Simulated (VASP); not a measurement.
# Cu in VASP: notebook

Aim: see how the results for Cu move with the level of theory and the settings. Levels: HSE06, PBE, BLYP+D3(BJ). Tasks: single point.

Everything below comes from runs of VASP 6.6.1. Logs are shortened: lines on timing, memory, paths and dates and some standing lists are left out, and cuts for length are marked.

## 1. The cell of the first run

The structure is tetragonal, space group I4/mmm (No. 139). The conventional cell has a = 2.556 Å, b = 2.556 Å, c = 3.579 Å, α = 90.00°, β = 90.00°, γ = 90.00°. Cu (site symmetry 4/mmm) has 12 Cu at 2.54 to 2.56 Å within 3.4 Å.

## 2. Single point, HSE06 (cell strained by -1.0% along z)

File POSCAR:

```
Cu
1.0
    0.0000000000      1.8075000000      1.7894250000
    1.8075000000      0.0000000000      1.7894250000
    1.8075000000      1.8075000000      0.0000000000
Cu
1
Direct
    0.0000000000      0.0000000000      0.0000000000
```

File INCAR.step1:

```
ISMEAR = 2
SIGMA = 0.1
LWAVE = True
LCHARG = False
ISIF = 2
PREC = Accurate
LASPH = True
LREAL = False
ALGO = Normal
EDIFF = 1E-5
NELM = 120
GGA_COMPAT = False
ENCUT = 380
GGA = PE
KPAR = 8
NBANDS = 15
```

File INCAR.step2:

```
GGA = PE
LHFCALC = True
HFSCREEN = 0.2
ISMEAR = 2
SIGMA = 0.1
LWAVE = False
LCHARG = False
ISIF = 2
PREC = Accurate
LASPH = True
LREAL = False
ALGO = Normal
EDIFF = 1E-6
NELM = 120
GGA_COMPAT = False
ENCUT = 380
PRECFOCK = Normal
ISTART = 1
KPAR = 8
NBANDS = 15
```

File KPOINTS:

```
Automatic mesh
0
Gamma
  8 8 8
  0 0 0
```

Potentials or basis: VASP PAW PBE potentials, release 64 (Cu).

Launch:

```sh
cat potpaw_PBE.64/Cu/POTCAR > POTCAR
cp INCAR.step1 INCAR
mpirun -np 8 vasp_std > vasp.out
cp INCAR.step2 INCAR
mpirun -np 8 vasp_std > vasp.out
```

OUTCAR:

```text
GGA = PE
   LHFCALC = True
   HFSCREEN = 0.2
   ISMEAR = 2
   ISIF = 2
   PREC = Accurate
   LASPH = True
   LREAL = False
   EDIFF = 1E-6
   NELM = 120
   ENCUT = 380
   PRECFOCK = Normal
   ISTART = 1

 Found     59 irreducible k-points:

 Following reciprocal coordinates:
            Coordinates               Weight
  0.000000  0.000000  0.000000      1.000000
  0.125000  0.000000  0.000000      8.000000
  0.250000  0.000000  0.000000      8.000000
  0.375000 -0.000000  0.000000      8.000000
  0.500000  0.000000  0.000000      4.000000
  0.125000  0.125000  0.000000      2.000000
   k-points           NKPTS =     59   k-points in BZ     NKDIM =    512   number of bands    NBANDS=     15
   number of dos      NEDOS =    301   number of ions     NIONS =      1
   total plane-waves  NPLWV =   4096
   dimension x,y,z NGX =    16 NGY =   16 NGZ =   16
   dimension x,y,z NGXF=    32 NGYF=   32 NGZF=   32
   ions per type =               1
   NGX,Y,Z   is equivalent  to a cutoff of  10.46, 10.46, 10.41 a.u.
   NGXF,Y,Z  is equivalent  to a cutoff of  20.92, 20.92, 20.81 a.u.
 SYSTEM =  unknown system
   PREC   = accura    normal or accurate (medium, high low for compatibility)
   ISTART =      1    job   : 0-new  1-cont  2-samecut
   ICHARG =      0    charge: 1-file 2-atom 10-const
   ISPIN  =      1    spin polarized calculation?
   LNONCOLLINEAR =      F non collinear calculations
   LSORBIT =      F    spin-orbit coupling
   LASPH  =      T    aspherical Exc in radial PAW
   ENCUT  =  380.0 eV  27.93 Ry    5.28 a.u.   4.04  4.04  4.06*2*pi/ulx,y,z
   NELM   =    120;   NELMIN=  2; NELMDL=  0     # of ELM steps
   EDIFF  = 0.1E-05   stopping-criterion for ELM
   LREAL  =      F    real-space projection
   EDIFFG = 0.1E-04   stopping-criterion for IOM
   NSW    =      0    number of steps for IOM
   IBRION =     -1    ionic relax: 0-MD 1-quasi-New 2-CG
   NFREE  =      0    steps in history (QN), initial steepest desc. (CG)
   ISIF   =      2    stress and relaxation
   ISYM   =      3    0-nonsym 1-usesym 2-fastsym
   POTIM  = 0.5000    time-step for ionic-motion
   TEBEG  =    0.0;   TEEND  =   0.0 temperature during run

   SCALEE = 1.0000    scale energy and forces
   PSTRESS=    0.0 pullay stress
   NELECT =      11.0000    total number of electrons
   NUPDOWN=      -1.0000    fix difference up-down
   EMIN   =  10.00;   EMAX   =-10.00  energy-range for DOS
   EFERMI =   0.00;   METHOD = LEGACY
   ISMEAR =     2;   SIGMA  =   0.10  broadening in eV -4-tet -1-fermi 0-gaus
   EFERMI_NEDOS =   21; number of points for ismear=-14 and -15
   IALGO  =     38    algorithm
   IMIX   =      1    mixing-type and parameters
     AMIX     =   0.40;   BMIX     =  1.00
     AMIX_MAG =   1.60;   BMIX_MAG =  1.00
  volume/ion in A,a.u.               =      11.69        78.90
  Fermi-wavevector in a.u.,A,eV,Ry     =   1.604128  3.031362 35.010875  2.573227
  Thomas-Fermi vector in A             =   2.700682
   LORBIT       =      0    0 simple, 1 ext, 2 COOP (PROOUT), +10 PAW based schemes
   GGA     = PE    functional components
   LHFCALC =     T    Hartree Fock is set to
   PRECFOCK=normal    Normal, Fast or Accurate (Low or Medium for compatibility)
   ENCUT4O =  -1.0   cutoff for four orbital integrals eV
   NKREDX  =     1    reduce k-point grid by
   NKREDY  =     1    reduce k-point grid by
   NKREDZ  =     1    reduce k-point grid by
   AEXX    =    0.2500 exact exchange contribution
   HFSCREEN=    0.2000 screening length (either q_TF or 0.3 A-1)
   HFSCREENC=   0.2000 screening length for correlation (either q_TF or 0.3 A-1)
   ENCUTFOCK=  -1.0 apply spherical cutoff to Coloumb kernel
   IVDW    =     0    specifies the selected vdW correction
   LEPSILON=     F    determine dielectric tensor
   LRPA    =     F    only Hartree local field effects (RPA)

   CSHIFT  =0.1000    complex shift for real part using Kramers Kronig

   OMEGAMAX=  -1.0    maximum frequency
 non-spin polarized calculation
 Methfessel and Paxton  Order N= 2 SIGMA  =   0.10
  energy-cutoff  :      380.00
  volume of cell :       11.69
 maximum number of plane-waves:       206
  NGX = 14; NGY = 14; NGZ = 14

 number of electron      10.9999980 magnetization

 Free energy of the ion-electron system (eV)
  ---------------------------------------------------
  ext. energy  EPLUGINS =         0.00000000
  ---------------------------------------------------
  free energy    TOTEN  =        -3.60676257 eV

  energy without entropy =       -3.60660162  energy(sigma->0) =       -3.60672233

  exchange ACFDT corr.  =         0.00000000  see jH, gK, PRB 81, 115126

 E-fermi :   7.0829     XC(G=0): -10.3401

 val. band max:        7.0808632005   @ k =   0.5000   0.2500   0.1250
 cond. band min:       7.4816417457   @ k =   0.5000   0.0000   0.1250
 fundamental gap:      0.4007785452
 Fermi energy:         7.0828998578

 k-point     1 :       0.0000    0.0000    0.0000
  band No.  band energies     occupation
      1      -2.9738      2.00000
      2       2.9654      2.00000
      3       2.9654      2.00000
      4       3.0124      2.00000
      5       3.7935      2.00000
      6       3.8370      2.00000
      7      31.3623      0.00000
      8      34.4281      0.00000
      9      34.4281      0.00000
     10      34.4865      0.00000
     11      37.0702      0.00000
     12      37.1089      0.00000
     13      37.1089      0.00000
     14      40.4305      0.00000
     15      45.6782      0.00000

 k-point     2 :       0.1250    0.0000    0.0000
  band No.  band energies     occupation
      1      -2.3354      2.00000
      2       2.8717      2.00000
      3       3.0702      2.00000
      4       3.1035      2.00000
      5       3.7728      2.00000
      6       3.8085      2.00000
      7      27.8164      0.00000
      8      32.1046      0.00000
      9      33.2557      0.00000
     10      33.3258      0.00000
     11      38.6701      0.00000
     12      38.8728      0.00000
     13      38.9045      0.00000
     14      42.3072      0.00000
     15      42.7506      0.00000

 k-point     3 :       0.2500    0.0000    0.0000
  band No.  band energies     occupation
      1      -0.6262      2.00000
      2       2.8284      2.00000
      3       3.1141      2.00000
      4       3.1573      2.00000
      5       3.9570      2.00000
      6       3.9625      2.00000
      7      21.2787      0.00000
      8      31.2517      0.00000
      9      32.0229      0.00000
     10      32.1797      0.00000
     11      37.5531      0.00000
     12      37.9405      0.00000
     13      38.9301      0.00000
     14      43.7205      0.00000
     15      43.7867      0.00000

 k-point     4 :       0.3750   -0.0000    0.0000
  band No.  band energies     occupation
      1       0.7814      2.00000
      2       2.9663      2.00000
      3       3.0135      2.00000
      4       4.2345      2.00000
      5       4.3567      2.00000
      6       4.3754      2.00000
      7      15.4150      0.00000
      8      30.1990      0.00000
      9      31.3713      0.00000
     10      31.6514      0.00000
     11      35.0730      0.00000
     12      35.4160      0.00000
     13      39.6354      0.00000
     14      48.4708      0.00000
     15      48.6155      0.00000

 k-point     5 :       0.5000    0.0000    0.0000
  band No.  band energies     occupation
      1       0.9792      2.00000
      2       2.8885      2.00000
      3       2.9359      2.00000
      4       4.5511      2.00000
      5       4.5806      2.00000
      6       6.4464      2.00000
      7      12.0047      0.00000
      8      29.7475      0.00000
      9      31.1962      0.00000
     10      31.5619      0.00000
     11      34.1347      0.00000
     12      34.4053      0.00000
     13      39.9875      0.00000
     14      52.7425      0.00000
     15      52.9300      0.00000

 k-point     6 :       0.1250    0.1250    0.0000
  band No.  band energies     occupation
      1      -2.1116      2.00000
      2       2.7746      2.00000
      3       3.1732      2.00000
      4       3.1732      2.00000
      5       3.6458      2.00000
      6       3.8891      2.00000
      7      29.6949      0.00000
      8      30.4096      0.00000
      9      30.4096      0.00000
     10      31.9541      0.00000
     11      38.1228      0.00000
     12      40.4059      0.00000
     13      41.2453      0.00000
     14      41.2453      0.00000
     15      44.6399      0.00000

 [... further k-points ...]

------------------------ aborting loop because EDIFF is reached ----------------------------------------

  FORCE on cell =-STRESS in cart. coord.  units (eV):
  Direction    XX          YY          ZZ          XY          YZ          ZX
  --------------------------------------------------------------------------------------
  -------------------------------------------------------------------------------------
  Total        0.2852761      0.2852761      0.1886799      0.0000000     -0.0000000      0.0000000
  in kB       39.0909173     39.0909173     25.8544940      0.0000000     -0.0000000      0.0000000
  external PRESSURE =      34.6787762 kB  Pullay stress =       0.0000000 kB

 VOLUME and BASIS-vectors are now :
 -----------------------------------------------------------------------------
  energy-cutoff  :      380.00
  volume of cell :       11.69
      direct lattice vectors                 reciprocal lattice vectors
     0.000000000  1.807500000  1.789425000    -0.276625173  0.276625173  0.279419367
     1.807500000  0.000000000  1.789425000     0.276625173 -0.276625173  0.279419367
     1.807500000  1.807500000  0.000000000     0.276625173  0.276625173 -0.279419367

 POSITION                                       TOTAL-FORCE (eV/Angst)
 -----------------------------------------------------------------------------------
      0.00000      0.00000      0.00000         0.000000      0.000000     -0.000000
 -----------------------------------------------------------------------------------
    total drift:                               -0.000002     -0.000003      0.000025

  FREE ENERGIE OF THE ION-ELECTRON SYSTEM (eV)
  ---------------------------------------------------
  free  energy   TOTEN  =        -3.6067625711 eV

  energy  without entropy=       -3.6066016175  energy(sigma->0) =       -3.60672233
```

Wall time 3.2 min (8 MPI ranks of Intel Xeon 6975P-C (Granite Rapids), shared host); peak memory 0.2 GiB.

Results:

```
Free energy            : -3.6068 eV
Pressure               : 3.5 GPa
Band gap on the k mesh : zero (an odd number of electrons rules out a gap without spin polarisation)
```

Caveat: the k points lie up to 0.38 Å⁻¹ apart, too coarse for converged energies and pressures of a metal; the cell differs from its parent crystal (cell strained by -1.0% along z); the PAW data sets were made with another functional, which shifts forces and pressure a little.

## 3. Single point, HSE06 (cell strained by -1.0% along z)

POSCAR is that of step 2.

INCAR.step1, as its differences from that of step 2:

```diff
@@ -1,3 +1,3 @@
 ISMEAR = 2
-SIGMA = 0.1
+SIGMA = 0.05
 LWAVE = True
@@ -12,3 +12,3 @@
 GGA_COMPAT = False
-ENCUT = 380
+ENCUT = 660
 GGA = PE
```

INCAR.step2, as its differences from that of step 2:

```diff
@@ -4,3 +4,3 @@
 ISMEAR = 2
-SIGMA = 0.1
+SIGMA = 0.05
 LWAVE = False
@@ -15,3 +15,3 @@
 GGA_COMPAT = False
-ENCUT = 380
+ENCUT = 660
 PRECFOCK = Normal
```

File KPOINTS:

```
Automatic mesh
0
Gamma
  12 12 12
  0 0 0
```

Potentials or basis: VASP PAW PBE potentials, release 64 (Cu).

Launch:

```sh
cat potpaw_PBE.64/Cu/POTCAR > POTCAR
cp INCAR.step1 INCAR
mpirun -np 8 vasp_std > vasp.out
cp INCAR.step2 INCAR
mpirun -np 8 vasp_std > vasp.out
```

OUTCAR:

```text
GGA = PE
   LHFCALC = True
   HFSCREEN = 0.2
   ISMEAR = 2
   ISIF = 2
   PREC = Accurate
   LASPH = True
   LREAL = False
   EDIFF = 1E-6
   NELM = 120
   ENCUT = 660
   PRECFOCK = Normal
   ISTART = 1

 ion  position               nearest neighbor table
   1  0.000  0.000  0.000-

  LATTYP: Found a body centered tetragonal cell.
 ALAT       =     2.5561910140
 C/A-ratio  =     1.4000714267

  Lattice vectors:

[... 628 lines left out ...]
     13      45.9140      0.00000
     14      48.1976      0.00000
     15      49.4269      0.00000

 [... further k-points ...]

------------------------ aborting loop because EDIFF is reached ----------------------------------------

  FORCE on cell =-STRESS in cart. coord.  units (eV):
  Direction    XX          YY          ZZ          XY          YZ          ZX
  --------------------------------------------------------------------------------------
  -------------------------------------------------------------------------------------
  Total        0.2272917      0.2272917      0.2421439      0.0000000      0.0000000     -0.0000000
  in kB       31.1454075     31.1454075     33.1805855      0.0000000      0.0000000     -0.0000000
  external PRESSURE =      31.8238002 kB  Pullay stress =       0.0000000 kB

 VOLUME and BASIS-vectors are now :
 -----------------------------------------------------------------------------
  energy-cutoff  :      660.00
  volume of cell :       11.69
      direct lattice vectors                 reciprocal lattice vectors
     0.000000000  1.807500000  1.789425000    -0.276625173  0.276625173  0.279419367
     1.807500000  0.000000000  1.789425000     0.276625173 -0.276625173  0.279419367
     1.807500000  1.807500000  0.000000000     0.276625173  0.276625173 -0.279419367

 POSITION                                       TOTAL-FORCE (eV/Angst)
 -----------------------------------------------------------------------------------
      0.00000      0.00000      0.00000         0.000000      0.000000      0.000000
 -----------------------------------------------------------------------------------
    total drift:                               -0.000000     -0.000000      0.000002

  FREE ENERGIE OF THE ION-ELECTRON SYSTEM (eV)
  ---------------------------------------------------
  free  energy   TOTEN  =        -3.6443072151 eV

  energy  without entropy=       -3.6443258003  energy(sigma->0) =       -3.64431186
```

OUTCAR.step1:

```text
ISMEAR = 2
   ISIF = 2
   PREC = Accurate
   LASPH = True
   LREAL = False
   EDIFF = 1E-5
[... 656 lines left out ...]
 POSITION                                       TOTAL-FORCE (eV/Angst)
 -----------------------------------------------------------------------------------
      0.00000      0.00000      0.00000         0.000000      0.000000      0.000000
 -----------------------------------------------------------------------------------
    total drift:                               -0.000000      0.000000      0.000000

  FREE ENERGIE OF THE ION-ELECTRON SYSTEM (eV)
  ---------------------------------------------------
  free  energy   TOTEN  =        -3.7204016735 eV

  energy  without entropy=       -3.7203812568  energy(sigma->0) =       -3.72039657
```

Wall time 50 min (8 MPI ranks of Intel Xeon 6975P-C (Granite Rapids), shared host); peak memory 0.31 GiB.

Results:

- Free energy: -3.6443 eV
- Pressure: 3.2 GPa
- Band gap on the k mesh: zero (an odd number of electrons rules out a gap without spin polarisation)

Levels at points of the mesh, in eV from the Fermi level:
```tsv
k point	band 3	band 4	band 5	band 6	band 7	band 8	band 9	band 10
(0.00, 0.00, 0.00)	-4.21	-4.16	-3.39	-3.34	24.21	27.28	27.28	27.34
(0.50, 0.00, 0.00)	-4.24	-2.63	-2.60	-0.74	4.85	22.60	24.05	24.41
(0.50, 0.50, 0.00)	-2.72	-2.40	-2.40	2.44	8.69	14.58	14.58	19.30
(0.50, 0.00, 0.50)	-2.73	-2.43	-2.39	2.20	8.40	14.83	14.84	19.51
```

Caveat: the cell differs from its parent crystal (cell strained by -1.0% along z); the cell stands under pressure; the PAW data sets were made with another functional, which shifts forces and pressure a little.

## 4. Single point, PBE

This run uses another cell than the first one, of 11.81 Å³/atom.

File INCAR:

```
PREC = Accurate ; ENCUT = 600
EDIFF = 1E-6 ; ISMEAR = -1
SIGMA = 0.05 ; LREAL = F
LASPH = T ; NELM = 120
ALGO = Normal ; ISIF = 2
LWAVE = F ; LCHARG = F
GGA = PE ; NBANDS = 12
GGA_COMPAT = F
```

File KPOINTS:

```
Automatic mesh
0
Gamma
  9 9 9
```

File POSCAR:

```
Cu
1.0
    0.0000000000      1.8075000000      1.8075000000
    1.8075000000      0.0000000000      1.8075000000
    1.8075000000      1.8075000000      0.0000000000
Cu
1
Direct
    0.0000000000      0.0000000000      0.0000000000
```

Launch:

```sh
cat potpaw_PBE.64/Cu/POTCAR > POTCAR
mpirun -np 1 vasp_std > vasp.out
```

It took 3.3 s on 1 thread of AMD EPYC 9R45 (Zen 5), shared host; peak memory 0.09 GiB.

The run converged. Its results:

* Free energy: -3.7404 eV
* Pressure: 2.4 GPa
* Band gap on the k mesh: zero (an odd number of electrons rules out a gap without spin polarisation)

Levels at points of the mesh, in eV from the Fermi level:
| k point | band 4 | band 5 | band 6 | band 7 | band 8 | band 9 |
| --- | --- | --- | --- | --- | --- | --- |
| (0.00, 0.00, 0.00) | -3.11 | -2.29 | -2.29 | 22.51 | 25.15 | 25.15 |

## 5. Single point, BLYP+D3(BJ)

This run uses another cell than the first one, of 11.10 Å³/atom.

File INCAR:

```
AGGAC = 1.0 ; AGGAX = 1.0
ALDAC = 0.0 ; ALDAX = 1.0
ALGO = Normal ; EDIFF = 1E-6
ENCUT = 600 ; GGA = B5
GGA_COMPAT = False ; ISIF = 2
ISMEAR = -1 ; IVDW = 12
LASPH = True ; LCHARG = False
LREAL = False ; LWAVE = False
NBANDS = 12 ; NELM = 120
PREC = Accurate ; SIGMA = 0.05
VDW_A1 = 0.4298 ; VDW_A2 = 4.2359
VDW_S6 = 1.0 ; VDW_S8 = 2.6996
```

File KPOINTS:

```
k-points
0
Gamma
  13 13 13
```

File POSCAR:

```
Cu
1.0
    0.0000000000      1.7706018915      1.7706018915
    1.7706018915      0.0000000000      1.7706018915
    1.7706018915      1.7706018915      0.0000000000
Cu
1
Direct
    0.0000000000      0.0000000000      0.0000000000
```

Launch:

```sh
cat potpaw_PBE.64/Cu/POTCAR > POTCAR
mpirun -np 1 vasp_std > vasp.out
```

It took 9.5 s on 1 thread of AMD EPYC 9R45 (Zen 5), shared host; peak memory 0.11 GiB.

Results (log left out):

```yaml
Free_energy: -4.2897 eV
Pressure: 0.9 GPa
Band_gap_on_the_k_mesh: zero (an odd number of electrons rules out a gap without spin polarisation)
Dispersion_energy_per_atom: -1.407 eV
```

Levels at points of the mesh, in eV from the Fermi level:
```csv
k point,band 2,band 3,band 4,band 5,band 6,band 7,band 8,band 9,band 10,band 11
"(0.00, 0.00, 0.00)",-3.55,-3.55,-3.55,-2.65,-2.65,23.20,25.97,25.97,25.97,28.66
```

Caveat: the PAW data sets were made with another functional, which shifts forces and pressure a little.

## 6. Summary

| level | cell | k mesh | cutoff (eV) | smearing | tolerance level | purpose | share of exact exchange | grid for exact exchange (PRECFOCK) | screening parameter | gap on the mesh (eV) | pressure (GPa) |
| --- | --- | --- | --- | --- | --- | --- | --- | --- | --- | --- | --- |
| HSE06 | a = 2.543, b = 2.543, c = 2.556 Å, angles 59.8, 59.8, 60.3°, 1 atom | 8 × 8 × 8 | 380 | methfessel-paxton of order 2 0.1 eV | screening | stress | 0.25 | Normal | 0.2 1/Å | none | 3.5 |
| HSE06 | a = 2.543, b = 2.543, c = 2.556 Å, angles 59.8, 59.8, 60.3°, 1 atom | 12 × 12 × 12 | 660 | methfessel-paxton of order 2 0.05 eV | screening | stress | 0.25 | Normal | 0.2 1/Å | none | 3.2 |
| PBE | a = 2.556 Å, angles 60.0°, 1 atom | 9 × 9 × 9 | 600 | fermi-dirac 0.05 eV | - | - | - | - | - | none | 2.4 |
| BLYP+D3(BJ) | a = 2.504 Å, angles 60.0°, 1 atom | 13 × 13 × 13 | 600 | fermi-dirac 0.05 eV | - | - | - | - | - | none | 0.9 |

Alike in all rows: task single point; potentials or basis VASP PAW PBE potentials, release 64 (Cu); no spin polarisation.

Caveats: some runs use coarse meshes; the PAW data sets were made with another functional, which shifts forces and pressure a little (at least some runs); the cell stands under pressure (at least some runs).

Absolute energies hang on the potentials; compare differences alone.
